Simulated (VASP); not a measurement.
# Ni (Fm-3m) in VASP: a series of runs, part 2 of 2

VASP 6.6.1. Earlier steps stand in the parts before.

### 3 Single point, LDA, collinear spin, ferromagnetic start

INCAR reads:

```
PREC = Accurate ; ENCUT = 520
EDIFF = 1E-6 ; ISMEAR = 0
SIGMA = 0.1 ; LREAL = F
LASPH = T ; NELM = 150
ALGO = Normal ; ISIF = 2
LWAVE = F ; LCHARG = F
ISPIN = 2 ; MAGMOM = 2 2
LORBIT = 11 ; LMAXMIX = 4
GGA = CA ; ISYM = 0
NBANDS = 21
```

KPOINTS reads:

```
Automatic mesh
0
Gamma
  8 13 11
```

POSCAR reads:

```
Ni
1.0
   -1.7810000000     -3.5620000000     -1.7810000000
   -1.7810000000      0.0000000000     -1.7810000000
    1.7810000000      0.0000000000     -1.7810000000
Ni
2
Direct
    0.0000000000      0.0000000000      0.0000000000
    0.5000000000      0.0000000000      0.5000000000
```

Potentials or basis: VASP PAW LDA potentials, release 64 (Ni).

On the command line:

```
> cat potpaw_LDA.64/Ni/POTCAR > POTCAR
> mpirun -np 1 vasp_std > vasp.out
```

OUTCAR:

```text
PREC = Accurate
   ENCUT = 520
   EDIFF = 1E-6
   ISMEAR = 0
   LREAL = F
   LASPH = T
   NELM = 150
   ISIF = 2
   ISPIN = 2
   LORBIT = 11
   GGA = CA
   ISYM = 0

 ion  position               nearest neighbor table
   1  0.000  0.000  0.000-   2 2.52   2 2.52   2 2.52   2 2.52   2 2.52   2 2.52   2 2.52   2 2.52

   2  0.500  0.000  0.500-   1 2.52   1 2.52   1 2.52   1 2.52   1 2.52   1 2.52   1 2.52   1 2.52

IMPORTANT INFORMATION: All symmetrisations will be switched off!
NOSYMM: (Re-)initialisation of all symmetry stuff for point group C_1.

----------------------------------------------------------------------------------------

                                     Primitive cell

  volume of cell :      22.5971

  direct lattice vectors                    reciprocal lattice vectors
    -1.781000000 -3.562000000 -1.781000000     0.000000000 -0.280741157  0.000000000
    -1.781000000  0.000000000 -1.781000000    -0.280741157  0.280741157 -0.280741157
     1.781000000  0.000000000 -1.781000000     0.280741157  0.000000000 -0.280741157

  length of vectors
     4.362541232  2.518714355  2.518714355     0.280741157  0.486257947  0.397027951

  position of ions in fractional coordinates (direct lattice)
     0.000000000  0.000000000  0.000000000
     0.500000000  0.000000000  0.500000000

  ion indices of the primitive-cell ions
   primitive index   ion index
                 1           1
                 2           2

----------------------------------------------------------------------------------------

 KPOINTS: Automatic mesh

Automatic generation of k-mesh.
 Grid dimensions read from file:
 generate k-points for:    8   13   11

 Generating k-lattice:

  Cartesian coordinates                     Fractional coordinates (reciprocal lattice)
     0.000000000 -0.035092645  0.000000000     0.125000000  0.000000000  0.000000000
    -0.021595474  0.021595474 -0.021595474     0.000000000  0.076923077  0.000000000
     0.025521923  0.000000000 -0.025521923     0.000000000  0.000000000  0.090909091

  Length of vectors
     0.035092645  0.037404457  0.036093450

  Shift w.r.t. Gamma in fractional coordinates (k-lattice)
     0.000000000  0.000000000  0.000000000

 -----------------------------------------------------------------------------
|                                                                             |
|           W    W    AA    RRRRR   N    N  II  N    N   GGGG   !!!           |
|           W    W   A  A   R    R  NN   N  II  NN   N  G    G  !!!           |
|           W    W  A    A  R    R  N N  N  II  N N  N  G       !!!           |
|           W WW W  AAAAAA  RRRRR   N  N N  II  N  N N  G  GGG   !            |
|           WW  WW  A    A  R   R   N   NN  II  N   NN  G    G                |
|           W    W  A    A  R    R  N    N  II  N    N   GGGG   !!!           |
|                                                                             |
|     Your reciprocal lattice and k-lattice belong to different lattice       |
|     classes:                                                                |
|                                                                             |
|        The reciprocal lattice is simple tetragonal,                         |
|        whereas your k-lattice is simple monoclinic.                         |
|                                                                             |
|     Results are often still useful ...                                      |
|                                                                             |
 -----------------------------------------------------------------------------

 WARNING: IBZKPT: internal override: KBLOWUP is changed to .FALSE.
      ... skipping the blow-up phase ...
[... 48 lines left out ...]
   LASPH  =      T    aspherical Exc in radial PAW
   ENCUT  =  520.0 eV  38.22 Ry    6.18 a.u.   8.11  4.68  4.68*2*pi/ulx,y,z
   NELM   =    150;   NELMIN=  2; NELMDL= -5     # of ELM steps
   EDIFF  = 0.1E-05   stopping-criterion for ELM
   LREAL  =      F    real-space projection
   EDIFFG = 0.1E-04   stopping-criterion for IOM
   NSW    =      0    number of steps for IOM
   IBRION =     -1    ionic relax: 0-MD 1-quasi-New 2-CG
   NFREE  =      0    steps in history (QN), initial steepest desc. (CG)
   ISIF   =      2    stress and relaxation
   ISYM   =      0    0-nonsym 1-usesym 2-fastsym
   POTIM  = 0.5000    time-step for ionic-motion
   TEBEG  =    0.0;   TEEND  =   0.0 temperature during run
   PSTRESS=    0.0 pullay stress
   NELECT =      20.0000    total number of electrons
   NUPDOWN=      -1.0000    fix difference up-down
   EMIN   =  10.00;   EMAX   =-10.00  energy-range for DOS
   EFERMI =   0.00;   METHOD = LEGACY
   ISMEAR =     0;   SIGMA  =   0.10  broadening in eV -4-tet -1-fermi 0-gaus
   EFERMI_NEDOS =   21; number of points for ismear=-14 and -15
   IALGO  =     38    algorithm
   IMIX   =      4    mixing-type and parameters
     AMIX     =   0.40;   BMIX     =  1.00
     AMIX_MAG =   1.60;   BMIX_MAG =  1.00
  volume/ion in A,a.u.               =      11.30        76.25
  Fermi-wavevector in a.u.,A,eV,Ry     =   1.571813  2.970296 33.614506  2.470597
  Thomas-Fermi vector in A             =   2.673341
   LORBIT       =     11    0 simple, 1 ext, 2 COOP (PROOUT), +10 PAW based schemes
   GGA     = CA    functional components
   LHFCALC =     F    Hartree Fock is set to
   AEXX    =    0.0000 exact exchange contribution
   IVDW    =     0    specifies the selected vdW correction
   LEPSILON=     F    determine dielectric tensor
   LRPA    =     F    only Hartree local field effects (RPA)
 spin polarized calculation
 Gauss-broadening in eV      SIGMA  =   0.10
  energy-cutoff  :      520.00
  volume of cell :       22.60
 maximum number of plane-waves:       625
   NGX = 17   NGY =  9   NGZ =  9

 number of electron      19.9999989 magnetization       1.2182962

 Free energy of the ion-electron system (eV)
  ---------------------------------------------------
  ext. energy  EPLUGINS =         0.00000000
  ---------------------------------------------------
  free energy    TOTEN  =       -12.96700707 eV

  energy without entropy =      -12.94777268  energy(sigma->0) =      -12.95738988

 E-fermi :   8.4931     XC(G=0): -13.3901

 val. band max:        8.4905236820   @ k =  -0.2500  -0.3846   0.3636
 cond. band min:       8.4947174085   @ k =  -0.2500   0.4615   0.0000
 fundamental gap:      0.0041937265
 Fermi energy:         8.4931220162

 spin component 1

 k-point     1 :       0.0000    0.0000    0.0000
  band No.  band energies     occupation
      1      -0.2263      1.00000
      2       4.1077      1.00000
      3       4.5610      1.00000
      4       6.2381      1.00000
      5       6.2382      1.00000
      6       6.2400      1.00000
[... 565 lines left out ...]
     20      36.9203      0.00000
     21      37.1238      0.00000

 [... further k-points ...]

 spin component 2

 k-point     1 :       0.0000    0.0000    0.0000
  band No.  band energies     occupation
      1      -0.1871      1.00000
      2       4.4723      1.00000
      3       5.0815      1.00000
      4       6.8592      1.00000
      5       6.8595      1.00000
      6       6.8599      1.00000
[... 565 lines left out ...]
     20      36.9601      0.00000
     21      37.1799      0.00000

 [... further k-points ...]
[... 5 lines left out ...]
  --------------------------------------------------------------------------------------
  -------------------------------------------------------------------------------------
  Total       -3.1823722     -3.1766830     -3.1823712     -0.0008316     -0.0008309      0.0019772
  in kB     -225.6367311   -225.2333572   -225.6366662     -0.0589641     -0.0589121      0.1401845
  external PRESSURE =    -225.5022515 kB  Pullay stress =       0.0000000 kB

 VOLUME and BASIS-vectors are now :
 -----------------------------------------------------------------------------
  energy-cutoff  :      520.00
  volume of cell :       22.60
      direct lattice vectors                 reciprocal lattice vectors
    -1.781000000 -3.562000000 -1.781000000     0.000000000 -0.280741157  0.000000000
    -1.781000000  0.000000000 -1.781000000    -0.280741157  0.280741157 -0.280741157
     1.781000000  0.000000000 -1.781000000     0.280741157  0.000000000 -0.280741157

 POSITION                                       TOTAL-FORCE (eV/Angst)
 -----------------------------------------------------------------------------------
      0.00000      0.00000      0.00000        -0.000000     -0.000000      0.000000
      0.00000     -1.78100     -1.78100         0.000000      0.000000     -0.000000
 -----------------------------------------------------------------------------------
    total drift:                               -0.000000      0.000000      0.000000

  FREE ENERGIE OF THE ION-ELECTRON SYSTEM (eV)
  ---------------------------------------------------
  free  energy   TOTEN  =       -12.9670070719 eV

  energy  without entropy=      -12.9477726787  energy(sigma->0) =      -12.95738988

 total charge

# of ion       s       p       d       tot
------------------------------------------
    1        0.483   0.464   8.309   9.256
    2        0.483   0.464   8.309   9.256
--------------------------------------------------
tot          0.967   0.927  16.618  18.513

 magnetization (x)

# of ion       s       p       d       tot
------------------------------------------
    1       -0.005  -0.017   0.639   0.616
    2       -0.005  -0.017   0.639   0.616
--------------------------------------------------
tot         -0.010  -0.035   1.277   1.233
```

Wall time 3.6 min (1 thread of Intel Xeon Platinum 8488C (Sapphire Rapids), shared host); peak memory 0.44 GiB.

What came out:

```
Free energy                                           : -12.9670 eV
Pressure                                              : -22.6 GPa
Net moment                                            : 1.22 μB per cell
Site moments                                          : Ni +0.62 μB
Valence electrons inside the program's atomic spheres : Ni 9.26
```

Levels at points of the mesh, in eV from the Fermi level:
Spin up:
```tsv
k point	band 9	band 10	band 11	band 12	band 13	band 14
(0.00, 0.00, 0.00)	-0.48	-0.38	-0.38	2.44	8.94	14.43
(0.50, 0.00, 0.00)	-1.45	-1.45	-0.83	-0.83	18.74	18.74
```
Spin down:
| k point | band 7 | band 8 | band 9 | band 10 | band 11 | band 12 | band 13 | band 14 |
| --- | --- | --- | --- | --- | --- | --- | --- | --- |
| (0.00, 0.00, 0.00) | -0.59 | -0.59 | 0.11 | 0.33 | 0.33 | 2.48 | 9.21 | 14.50 |
| (0.50, 0.00, 0.00) | -0.80 | -0.80 | -0.80 | -0.80 | -0.25 | -0.25 | 18.86 | 18.86 |

Caveat: the cell stands under tension.

### 4 Single point, LDA, collinear spin, ferromagnetic start

INCAR reads:

```
SYSTEM = Ni
ALGO     = Normal         ! electronic algorithm
EDIFF    = 1E-6           ! SCF threshold, eV
ENCUT    = 520            ! plane-wave cutoff, eV
ISIF     = 2              ! what is computed and relaxed
ISMEAR   = 0              ! smearing method
ISPIN    = 2              ! spin polarisation
ISYM     = 0            
LASPH    = .TRUE.         ! aspherical terms in the spheres
LCHARG   = .TRUE.         ! write CHGCAR
LELF     = .TRUE.         ! ELF
LMAXMIX  = 4              ! l up to which the mixer works
LORBIT   = 11             ! projections on sites
LREAL    = .FALSE.        ! projectors in reciprocal space
LVHAR    = .TRUE.       
LWAVE    = .FALSE.        ! write WAVECAR
MAGMOM   = 2 2            ! initial moments
NBANDS   = 21             ! bands
NELM     = 150            ! most SCF steps
PREC     = Accurate       ! precision mode
SIGMA    = 0.1            ! smearing width, eV
```

KPOINTS reads:

```
k-points
0
G
  8 13 11
  0 0 0
```

POSCAR is that of step 3.

On the command line:

```
> cat potpaw_LDA.64/Ni/POTCAR > POTCAR
> mpirun -np 1 vasp_std > vasp.out
```

Wall time 5.5 min (1 thread of Intel Xeon Platinum 8488C (Sapphire Rapids), shared host); peak memory 0.43 GiB.

It converged, with:

| Item | Value |
| --- | --- |
| Free energy | -12.9670 eV |
| Pressure | -22.6 GPa |
| Net moment | 1.22 μB per cell |
| Site moments | Ni +0.62 μB |
| Valence electrons inside the program's atomic spheres | Ni 9.26 |

Levels at points of the mesh, in eV from the Fermi level:
Spin up:
| k point | band 8 | band 9 | band 10 | band 11 | band 12 | band 13 | band 14 | band 15 |
| --- | --- | --- | --- | --- | --- | --- | --- | --- |
| (0.00, 0.00, 0.00) | -1.16 | -0.48 | -0.38 | -0.38 | 2.44 | 8.94 | 14.43 | 14.43 |
| (0.50, 0.00, 0.00) | -1.45 | -1.45 | -1.45 | -0.83 | -0.83 | 18.74 | 18.74 | 18.74 |
Spin down:
| k point | band 7 | band 8 | band 9 | band 10 | band 11 | band 12 | band 13 | band 14 |
| --- | --- | --- | --- | --- | --- | --- | --- | --- |
| (0.00, 0.00, 0.00) | -0.59 | -0.59 | 0.11 | 0.33 | 0.33 | 2.48 | 9.21 | 14.50 |
| (0.50, 0.00, 0.00) | -0.80 | -0.80 | -0.80 | -0.80 | -0.25 | -0.25 | 18.86 | 18.86 |

Caveat: the cell stands under tension.
